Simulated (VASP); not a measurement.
Here is a VASP 6.6.1 calculation.

The input INCAR:

```
SYSTEM = Ta2Ru
ALGO     = Fast           ! electronic algorithm
EDIFF    = 1E-6           ! SCF threshold, eV
ENCUT    = 520            ! plane-wave cutoff, eV
GGA      = CA             ! functional
ISIF     = 2              ! what is computed and relaxed
ISMEAR   = 0              ! smearing method
LASPH    = .True.         ! aspherical terms in the spheres
LCHARG   = .False.        ! write CHGCAR
LREAL    = .False.        ! projectors in reciprocal space
LWAVE    = .False.        ! write WAVECAR
NBANDS   = 25             ! bands
NELM     = 80             ! most SCF steps
PREC     = Accurate       ! precision mode
SIGMA    = 0.1            ! smearing width, eV
```

The input KPOINTS:

```
k-points
0
Gamma
  14 14 14
  0 0 0
```

POSCAR

```
Ta2Ru
1.0
    0.0000000000      3.0278274784      3.0278274784
    3.0278274784      0.0000000000      3.0278274784
    3.0278274784      3.0278274784      0.0000000000
Ta Ru
2 1
Direct
    0.7500000000      0.7500000000      0.7500000000
    0.2500000000      0.2500000000      0.2500000000
    0.0000000000      0.0000000000      0.0000000000
```

Potentials or basis: VASP PAW LDA potentials, release 64 (Ta_pv, Ru_pv).

Launch:

```bash
$ cat potpaw_LDA.64/Ta_pv/POTCAR potpaw_LDA.64/Ru_pv/POTCAR > POTCAR
$ mpirun -np 1 vasp_std > vasp.out
```

Task: Estimate the pressure.

Result: 0.7 GPa.

Task: Predict the band gap on the k mesh.

Result: Zero (bands 18 and 19 overlap by 1.31 eV).

Caveat: spin-orbit coupling is left out, which moves the levels of the heavy elements.
